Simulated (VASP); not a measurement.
# Cd (I4/mmm) in VASP: single point with LDA

Aim: the single point of Cd with LDA.

Program: VASP 6.6.1. These are calculated values, not measurements. Logs are shortened: lines on timing, memory, paths and dates and some standing lists are left out, and cuts for length are marked.

## 1. The cell of the first run

Symmetry: I4/mmm, No. 139, tetragonal system. Conventional cell: a = 3.462 Å, b = 3.462 Å, c = 3.676 Å, α = 90.00°, β = 90.00°, γ = 90.00°. Cd (site symmetry 4/mmm) has 14 Cd at 3.06 to 3.68 Å within 4.0 Å.

## 2. Single point, LDA (strain -0.030 along x and y, +0.030 along z)

File INCAR:

```
SYSTEM = Cd
PREC = Accurate ; ENCUT = 520
EDIFF = 1E-6 ; ISMEAR = 0
SIGMA = 0.15 ; LREAL = .FALSE.
LASPH = .TRUE. ; NELM = 60
ALGO = Normal ; ISIF = 2
LWAVE = .FALSE. ; LCHARG = .FALSE.
NBANDS = 12
```

File KPOINTS:

```
Automatic mesh
0
G
  18 18 18
  0 0 0
```

File POSCAR:

```
Cd
1.0
   -1.7307923400      1.7307923400      1.8378516600
    1.7307923400     -1.7307923400      1.8378516600
    1.7307923400      1.7307923400     -1.8378516600
Cd
1
Direct
    0.0000000000      0.0000000000      0.0000000000
```

Potentials or basis: VASP PAW LDA potentials, release 64 (Cd).

Launch:

```sh
$ cat potpaw_LDA.64/Cd/POTCAR > POTCAR
$ mpirun -np 1 vasp_std > vasp.out
```

OUTCAR:

```text
SYSTEM = Cd
   PREC = Accurate
   ENCUT = 520
   EDIFF = 1E-6
   ISMEAR = 0
   LREAL = .FALSE.
   LASPH = .TRUE.
   NELM = 60
   ISIF = 2

 ion  position               nearest neighbor table
   1  0.000  0.000  0.000-

  LATTYP: Found a body centered tetragonal cell.
 ALAT       =     3.4615846800
 C/A-ratio  =     1.0618556701

  Lattice vectors:

 A1 = (  -1.7307923400,   1.7307923400,   1.8378516600)
 A2 = (   1.7307923400,  -1.7307923400,   1.8378516600)
 A3 = (   1.7307923400,   1.7307923400,  -1.8378516600)

Analysis of symmetry for initial positions (statically):
=====================================================================
 Subroutine PRICEL returns:
 Original cell was already a primitive cell.

 Routine SETGRP: Setting up the symmetry group for a
 body centered tetragonal supercell.

 Subroutine GETGRP returns: Found 16 space group operations
 (whereof 16 operations were pure point group operations)
 out of a pool of 16 trial point group operations.

The static configuration has the point symmetry D_4h.

Analysis of symmetry for dynamics (positions and initial velocities):
=====================================================================
 Subroutine PRICEL returns:
 Original cell was already a primitive cell.

 Routine SETGRP: Setting up the symmetry group for a
 body centered tetragonal supercell.

 Subroutine GETGRP returns: Found 16 space group operations
 (whereof 16 operations were pure point group operations)
 out of a pool of 16 trial point group operations.

The dynamic configuration has the point symmetry D_4h.

 Subroutine INISYM returns: Found 16 space group operations
 (whereof 16 operations are pure point group operations),
 and found     1 'primitive' translations

----------------------------------------------------------------------------------------

                                     Primitive cell

  volume of cell :      22.0222

  direct lattice vectors                    reciprocal lattice vectors
    -1.730792340  1.730792340  1.837851660     0.000000000  0.288885032  0.272056777
     1.730792340 -1.730792340  1.837851660     0.288885032  0.000000000  0.272056777
     1.730792340  1.730792340 -1.837851660     0.288885032  0.288885032  0.000000000

  length of vectors
     3.060879444  3.060879444  3.060879444     0.396824208  0.396824208  0.408545130

  position of ions in fractional coordinates (direct lattice)
     0.000000000  0.000000000  0.000000000

  ion indices of the primitive-cell ions
   primitive index   ion index
                 1           1

----------------------------------------------------------------------------------------

 KPOINTS: Automatic mesh

Automatic generation of k-mesh.
 Grid dimensions read from file:
 generate k-points for:   18   18   18

 Generating k-lattice:

  Cartesian coordinates                     Fractional coordinates (reciprocal lattice)
     0.000000000  0.016049168  0.015114265     0.055555556  0.000000000 -0.000000000
     0.016049168  0.000000000  0.015114265     0.000000000  0.055555556 -0.000000000
     0.016049168  0.016049168  0.000000000     0.000000000  0.000000000  0.055555556

  Length of vectors
     0.022045789  0.022045789  0.022696952

  Shift w.r.t. Gamma in fractional coordinates (k-lattice)
     0.000000000  0.000000000  0.000000000

 Subroutine IBZKPT returns following result:
 ===========================================

 Found    480 irreducible k-points:

 Following reciprocal coordinates:
            Coordinates               Weight
  0.000000  0.000000  0.000000      1.000000
  0.055556 -0.000000  0.000000      8.000000
  0.111111 -0.000000  0.000000      8.000000
  0.166667 -0.000000  0.000000      8.000000
  0.222222 -0.000000  0.000000      8.000000
  0.277778 -0.000000  0.000000      8.000000
[... 16 lines left out ...]
 -0.277778  0.055556 -0.000000     16.000000
 -0.222222  0.055556  0.000000     16.000000
 [... further k-points ...]
   k-points           NKPTS =    480   k-points in BZ     NKDIM =    480   number of bands    NBANDS=     12
   number of dos      NEDOS =    301   number of ions     NIONS =      1
   total plane-waves  NPLWV =  13824
   dimension x,y,z NGX =    24 NGY =   24 NGZ =   24
   dimension x,y,z NGXF=    48 NGYF=   48 NGZF=   48
   ions per type =               1
   NGX,Y,Z   is equivalent  to a cutoff of  13.04, 13.04, 13.04 a.u.
   NGXF,Y,Z  is equivalent  to a cutoff of  26.07, 26.07, 26.07 a.u.
 SYSTEM =  Cd
   PREC   = accura    normal or accurate (medium, high low for compatibility)
   ISTART =      0    job   : 0-new  1-cont  2-samecut
   ICHARG =      2    charge: 1-file 2-atom 10-const
   ISPIN  =      1    spin polarized calculation?
   LNONCOLLINEAR =      F non collinear calculations
   LSORBIT =      F    spin-orbit coupling
   LASPH  =      T    aspherical Exc in radial PAW
   ENCUT  =  520.0 eV  38.22 Ry    6.18 a.u.   5.69  5.69  5.69*2*pi/ulx,y,z
   NELM   =     60;   NELMIN=  2; NELMDL= -5     # of ELM steps
   EDIFF  = 0.1E-05   stopping-criterion for ELM
   LREAL  =      F    real-space projection
   EDIFFG = 0.1E-04   stopping-criterion for IOM
   NSW    =      0    number of steps for IOM
   IBRION =     -1    ionic relax: 0-MD 1-quasi-New 2-CG
   NFREE  =      0    steps in history (QN), initial steepest desc. (CG)
   ISIF   =      2    stress and relaxation
   ISYM   =      2    0-nonsym 1-usesym 2-fastsym
   POTIM  = 0.5000    time-step for ionic-motion
   TEBEG  =    0.0;   TEEND  =   0.0 temperature during run
   PSTRESS=    0.0 pullay stress
   NELECT =      12.0000    total number of electrons
   NUPDOWN=      -1.0000    fix difference up-down
   EMIN   =  10.00;   EMAX   =-10.00  energy-range for DOS
   EFERMI =   0.00;   METHOD = LEGACY
   ISMEAR =     0;   SIGMA  =   0.15  broadening in eV -4-tet -1-fermi 0-gaus
   EFERMI_NEDOS =   21; number of points for ismear=-14 and -15
   IALGO  =     38    algorithm
   IMIX   =      4    mixing-type and parameters
     AMIX     =   0.40;   BMIX     =  1.00
     AMIX_MAG =   1.60;   BMIX_MAG =  1.00
  volume/ion in A,a.u.               =      22.02       148.61
  Fermi-wavevector in a.u.,A,eV,Ry     =   1.337155  2.526857 24.326996  1.787984
  Thomas-Fermi vector in A             =   2.465726
   LORBIT       =      0    0 simple, 1 ext, 2 COOP (PROOUT), +10 PAW based schemes
   GGA     = CA    functional components
   LHFCALC =     F    Hartree Fock is set to
   AEXX    =    0.0000 exact exchange contribution
   IVDW    =     0    specifies the selected vdW correction
   LEPSILON=     F    determine dielectric tensor
   LRPA    =     F    only Hartree local field effects (RPA)
 non-spin polarized calculation
 Gauss-broadening in eV      SIGMA  =   0.15
  energy-cutoff  :      520.00
  volume of cell :       22.02
 maximum number of plane-waves:       614
   NGX = 11   NGY = 11   NGZ = 11

 number of electron      12.0000003 magnetization

 Free energy of the ion-electron system (eV)
  ---------------------------------------------------
  ext. energy  EPLUGINS =         0.00000000
  ---------------------------------------------------
  free energy    TOTEN  =        -1.42122864 eV

  energy without entropy =       -1.41607472  energy(sigma->0) =       -1.41865168

 E-fermi :   2.5990     XC(G=0): -11.2790

 val. band max:        2.5873986220   @ k =  -0.3889   0.3889   0.3889
 cond. band min:       2.6021117675   @ k =  -0.3333  -0.4444   0.2222
 fundamental gap:      0.0147131455
 Fermi energy:         2.5990172945

 k-point     1 :       0.0000    0.0000    0.0000
  band No.  band energies     occupation
      1      -6.6431      2.00000
      2      -6.6431      2.00000
      3      -6.5224      2.00000
      4      -6.2286      2.00000
      5      -6.0269      2.00000
      6      -5.9100      2.00000
      7      17.6048      0.00000
      8      18.0179      0.00000
      9      18.0179      0.00000
     10      18.1798      0.00000
     11      19.4587      0.00000
     12      19.4587      0.00000

 k-point     2 :       0.0556   -0.0000    0.0000
  band No.  band energies     occupation
      1      -6.6392      2.00000
      2      -6.6345      2.00000
      3      -6.5118      2.00000
      4      -6.1475      2.00000
      5      -6.0316      2.00000
      6      -5.9146      2.00000
      7      16.7618      0.00000
      8      17.5843      0.00000
      9      17.7805      0.00000
     10      18.0795      0.00000
     11      19.0259      0.00000
     12      19.0452      0.00000

 k-point     3 :       0.1111   -0.0000    0.0000
  band No.  band energies     occupation
      1      -6.6411      2.00000
      2      -6.6357      2.00000
      3      -6.4542      2.00000
      4      -6.0646      2.00000
      5      -5.9301      2.00000
      6      -5.8683      2.00000
      7      14.6834      0.00000
      8      16.9034      0.00000
      9      17.0825      0.00000
     10      18.2964      0.00000
     11      18.3897      0.00000
     12      18.4617      0.00000
[... 286 lines left out ...]
 k-point    23 :      -0.2778    0.0556   -0.0000
  band No.  band energies     occupation
      1      -6.7657      2.00000
      2      -6.7170      2.00000
      3      -6.1168      2.00000
      4      -6.0975      2.00000
      5      -5.9380      2.00000
      6      -4.3103      2.00000
      7       9.2119      0.00000
      8      13.9510      0.00000
      9      14.3930      0.00000
     10      17.7256      0.00000
     11      18.1917      0.00000
     12      19.1967      0.00000

 k-point    24 :      -0.2222    0.0556    0.0000
  band No.  band energies     occupation
      1      -6.7089      2.00000
      2      -6.6584      2.00000
      3      -6.2795      2.00000
      4      -6.0861      2.00000
      5      -5.9454      2.00000
      6      -5.0340      2.00000
      7      11.3504      0.00000
      8      14.8974      0.00000
      9      15.1605      0.00000
     10      18.0318      0.00000
     11      18.3259      0.00000
     12      18.7494      0.00000

 [... further k-points ...]

------------------------ aborting loop because EDIFF is reached ----------------------------------------

  FORCE on cell =-STRESS in cart. coord.  units (eV):
  Direction    XX          YY          ZZ          XY          YZ          ZX
  --------------------------------------------------------------------------------------
  -------------------------------------------------------------------------------------
  Total       -0.5786954     -0.5786954     -0.3705418      0.0000000      0.0000000      0.0000000
  in kB      -42.1017612    -42.1017612    -26.9579851      0.0000000      0.0000000      0.0000000
  external PRESSURE =     -37.0538358 kB  Pullay stress =       0.0000000 kB

 VOLUME and BASIS-vectors are now :
 -----------------------------------------------------------------------------
  energy-cutoff  :      520.00
  volume of cell :       22.02
      direct lattice vectors                 reciprocal lattice vectors
    -1.730792340  1.730792340  1.837851660     0.000000000  0.288885032  0.272056777
     1.730792340 -1.730792340  1.837851660     0.288885032  0.000000000  0.272056777
     1.730792340  1.730792340 -1.837851660     0.288885032  0.288885032  0.000000000

 POSITION                                       TOTAL-FORCE (eV/Angst)
 -----------------------------------------------------------------------------------
      0.00000      0.00000      0.00000         0.000000     -0.000000      0.000000
 -----------------------------------------------------------------------------------
    total drift:                                0.000000      0.000000      0.000000

  FREE ENERGIE OF THE ION-ELECTRON SYSTEM (eV)
  ---------------------------------------------------
  free  energy   TOTEN  =        -1.4212286407 eV

  energy  without entropy=       -1.4160747245  energy(sigma->0) =       -1.41865168
```

Run time: 79 s. Hardware: 1 thread of Intel Xeon 8259CL, shared host; peak memory 0.23 GiB.

Results:

```yaml
Free_energy: -1.4212 eV
Pressure: -3.7 GPa
Band_gap_on_the_k_mesh: zero (bands 6 and 7 overlap by 3.70 eV)
```

Caveat: the cell differs from its parent crystal (strain -0.030 along x and y, +0.030 along z); the cell stands under tension.
